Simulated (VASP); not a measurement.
Pd2Au, 6 atoms in the cell. Symmetry: P4/nmm, No. 129, tetragonal system. Conventional cell: a = 3.846 Å, b = 3.846 Å, c = 5.868 Å, α = 90.00°, β = 90.00°, γ = 90.00°. Within 3.3 Å of Pd (site symmetry -4m2) lie 8 Pd at 2.49 to 2.72 Å and 4 Au at 2.61 Å. Within 3.3 Å of Pd (site symmetry 4mm) lie 4 Pd at 2.49 Å and 5 Au at 2.52 to 2.73 Å. Within 3.3 Å of Au (site symmetry 4mm) lie 9 Pd at 2.52 to 2.73 Å. 

- Program: VASP 6.6.1
- Task: relaxation of cell and atoms
- Functional: PBE
- Potentials or basis: VASP PAW PBE potentials, release 64 (Pd, Au)
- Cutoff: 600 eV
- k mesh: 4 × 4 × 4
- Occupations: gaussian, width 0.1 eV
- Spin: no spin polarisation
- Dipole correction: no
- Further INCAR settings: ALGO = Normal; EDIFF = 1e-06; IBRION = 2; EDIFFG = -0.04; NSW = 90; ISIF = 3

Potentials or basis: VASP PAW PBE potentials, release 64 (Pd, Au).

Launch:

```bash
$ cat potpaw_PBE.64/Pd/POTCAR potpaw_PBE.64/Au/POTCAR > POTCAR
$ mpirun -np 1 vasp_std > vasp.out
```

Hardware: 1 thread of Intel(R) Xeon(R) Platinum 8488C (Sapphire Rapids), on a shared host.

Task: How long does it take, and how much memory?

Result: Wall time 8.1 min on 1 thread of Intel(R) Xeon(R) Platinum 8488C (Sapphire Rapids), with other jobs on the host, peak memory 0.26 GiB. Counts: scf iterations 154, k points 18, ion steps 16.
